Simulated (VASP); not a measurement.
Input of a VASP 6.6.1 run:

Contents of INCAR:

```
PREC = Accurate ; ENCUT = 600
EDIFF = 1E-6 ; ISMEAR = 0
SIGMA = 0.1 ; LREAL = False
LASPH = True ; NELM = 100
ALGO = Normal ; ISIF = 3
LWAVE = False ; LCHARG = False
GGA = PE ; IBRION = 2
NSW = 100 ; EDIFFG = -0.01
```

File KPOINTS:

```
regular mesh
0
Gamma
  6 6 8
```

The input POSCAR:

```
ScSbTe4
1.0
    6.2195853774      0.0000000000      0.0000000000
   -3.1097926887      5.3863189378      0.0000000000
    0.0000000000      0.0000000000      5.3901346323
Sc Sb Te
1 1 4
Direct
    0.6666666667      0.3333333333      0.0000000000
    0.0000000000      0.0000000000      0.0000000000
    0.3333333333      0.6666666667      0.0000000000
    0.5032081888      0.4967918112      0.5000000000
    0.5032081888      0.0064163777      0.5000000000
    0.9935836223      0.4967918112      0.5000000000
```

Potentials or basis: VASP PAW PBE potentials, release 64 (Sc_sv, Sb, Te).

The run is started by

```sh
$ cat potpaw_PBE.64/Sc_sv/POTCAR potpaw_PBE.64/Sb/POTCAR potpaw_PBE.64/Te/POTCAR > POTCAR
$ mpirun -np 1 vasp_std > vasp.out
```

(1) Estimate the relaxed cell.

(2) Predict the band gap on the k mesh.

(3) Predict the relaxed volume.

## Answers

(1) a = 6.120 Å, b = 6.120 Å, c = 5.514 Å, α = 90.00°, β = 90.00°, γ = 120.00°.

(2) zero (bands 20 and 21 overlap by 1.44 eV).

(3) 29.81 Å³/atom.

Caveat: spin-orbit coupling is left out, which moves the levels of the heavy elements.
